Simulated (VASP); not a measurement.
Set up this calculation in VASP 6.6.1, as the native input.

| Item | Value |
| --- | --- |
| Task | G0W0 quasiparticle levels |
| Functional | PBEsol |
| Potentials or basis | VASP PAW PBE potentials, release 64 (C_GW) |
| Cutoff | 500 eV |
| k mesh | 8 × 8 × 4 |
| Occupations | gaussian, width 0.01 eV |
| Spin | no spin polarisation |
| Dipole correction | no |
| GW scheme | G0W0 |
| GW iterations | 1 |
| Cutoff of the response function | 120 |
| Frequency points | 48 |
| Empty bands | 54 |
| Further INCAR settings | ALGO = EVGW0; EDIFF = 1e-08; NBANDS = 58 |

C:

```
C
1.0
     2.12732   -1.22828    0.00000
     2.12732    1.22828    0.00000
    -1.37907    0.00000    3.50283
C
2
Cartesian
  -0.6699 0.0000 3.5025
  3.5455 0.0000 0.0003
```

One way to write it, as run:

POSCAR

```
C
1.0
    2.1273203072     -1.2282824400      0.0000000000
    2.1273203072      1.2282824400      0.0000000000
   -1.3790696309      0.0000000000      3.5028300786
C
2
Direct
    0.1666444700      0.1666444700      0.9999069600
    0.8333555300      0.8333555300      0.0000930400
```

INCAR.step1

```
SYSTEM = C
PREC     = Accurate       ! precision mode
ENCUT    = 500            ! plane-wave cutoff, eV
EDIFF    = 1E-8           ! SCF threshold, eV
ISMEAR   = 0              ! smearing method
SIGMA    = 0.01           ! smearing width, eV
LREAL    = .False.        ! projectors in reciprocal space
LASPH    = .True.         ! aspherical terms in the spheres
NELM     = 60             ! most SCF steps
ALGO     = Normal         ! electronic algorithm
LWAVE    = .True.         ! write WAVECAR
LCHARG   = .False.        ! write CHGCAR
GGA      = PS             ! functional
```

INCAR.step2

```
SYSTEM = C
PREC     = Accurate       ! precision mode
ENCUT    = 500            ! plane-wave cutoff, eV
EDIFF    = 1E-8           ! SCF threshold, eV
ISMEAR   = 0              ! smearing method
SIGMA    = 0.01           ! smearing width, eV
LREAL    = .False.        ! projectors in reciprocal space
LASPH    = .True.         ! aspherical terms in the spheres
NELM     = 1              ! most SCF steps
ALGO     = Exact          ! electronic algorithm
LWAVE    = .True.         ! write WAVECAR
LCHARG   = .False.        ! write CHGCAR
GGA      = PS             ! functional
NBANDS   = 58             ! bands
LOPTICS  = .True.         ! frequency-dependent dielectric function
ISTART   = 1
```

INCAR.step3

```
SYSTEM = C
PREC     = Accurate       ! precision mode
ENCUT    = 500            ! plane-wave cutoff, eV
EDIFF    = 1E-8           ! SCF threshold, eV
ISMEAR   = 0              ! smearing method
SIGMA    = 0.01           ! smearing width, eV
LREAL    = .False.        ! projectors in reciprocal space
LASPH    = .True.         ! aspherical terms in the spheres
ALGO     = EVGW0          ! electronic algorithm
LWAVE    = .False.        ! write WAVECAR
LCHARG   = .False.        ! write CHGCAR
GGA      = PS             ! functional
NELMGW   = 1            
NBANDS   = 58             ! bands
ENCUTGW  = 120.0          ! cutoff of the response function
NOMEGA   = 48             ! frequency points
PRECFOCK = Fast         
ISTART   = 1            
NBANDSGW = 12
```

KPOINTS

```
Automatic mesh
0
Gamma
  8 8 4
  0 0 0
```

Potentials or basis: VASP PAW PBE potentials, release 64 (C_GW).

Run with:

```console
$ cat potpaw_PBE.64/C_GW/POTCAR > POTCAR
$ cp INCAR.step1 INCAR
$ mpirun -np 1 vasp_std > vasp.out
$ cp INCAR.step2 INCAR
$ mpirun -np 1 vasp_std > vasp.out
$ cp INCAR.step3 INCAR
$ mpirun -np 1 vasp_std > vasp.out
```

Results of the run:

```yaml
Quasiparticle_gap: 2.21 eV
Least_direct_quasiparticle_gap: 2.21 eV
Band_gap_of_the_starting_levels_on_the_mesh: 1.67 eV
Least_direct_gap_of_the_starting_levels_on_the_mesh: 1.67 eV
```

Caveat: the k points lie up to 0.45 Å⁻¹ apart; bands, screening cutoff and mesh are small and nothing is extrapolated, so the quasiparticle values aren't converged.

It took 24 min on 1 thread of Intel(R) Xeon(R) Platinum 8175M CPU @ 2.50GHz (Skylake/Cascade Lake), on a shared host, peak memory 0.49 GiB.
